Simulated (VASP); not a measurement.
Here is a VASP 6.6.1 calculation.

INCAR

```
SYSTEM = ZnS
ALGO     = Normal         ! electronic algorithm
EDIFF    = 1E-6           ! SCF threshold, eV
ENCUT    = 520            ! plane-wave cutoff, eV
GGA      = PE             ! functional
ISIF     = 2              ! what is computed and relaxed
ISMEAR   = 0              ! smearing method
LASPH    = .True.         ! aspherical terms in the spheres
LCHARG   = .False.        ! write CHGCAR
LREAL    = .False.        ! projectors in reciprocal space
LWAVE    = .False.        ! write WAVECAR
NBANDS   = 46             ! bands
NELM     = 60             ! most SCF steps
PREC     = Accurate       ! precision mode
SIGMA    = 0.05           ! smearing width, eV
```

File KPOINTS:

```
k-points
0
Gamma
  8 8 2
  0 0 0
```

The input POSCAR:

```
ZnS
1.0
   -3.8467234434      0.0000000000      0.0000000000
   -1.9233617217     -3.3313602233      0.0000000000
   -4.3275638738     -2.4985201675     12.5902250239
Zn S
4 4
Direct
   -0.4921877602     -0.4921877602      0.6562503469
   -0.1171877602     -0.1171877602      0.1562503469
   -0.3463350519     -0.3463350519      0.9062245137
    0.3619982814      0.3619982814      0.4062245137
   -0.6326172734     -0.6326172734      0.8434896978
   -0.2576172734      0.7423827266      0.3434896978
    0.2629567522      0.2629567522      0.0938354415
    0.2212900855      0.2212900855      0.5938354415
```

Potentials or basis: VASP PAW PBE potentials, release 64 (Zn, S).

Launch:

```bash
$ cat potpaw_PBE.64/Zn/POTCAR potpaw_PBE.64/S/POTCAR > POTCAR
$ mpirun -np 1 vasp_std > vasp.out
```

Q: Predict the pressure.

A: -0.1 GPa.

Q: Estimate the band gap on the k mesh.

A: 1.26 eV.

Q: What does it give for the largest force?

A: 0.749 eV/Å.

Forces in eV/Å, atoms in the order of the input:
```
Zn   0.041  0.024 -0.176
Zn   0.145  0.084  0.117
Zn   0.241  0.139  0.049
Zn   0.014  0.008 -0.177
S    0.238  0.137 -0.124
S   -0.047 -0.027  0.204
S   -0.648 -0.374 -0.037
S    0.016  0.009  0.144
```

A k mesh can miss the band edges.
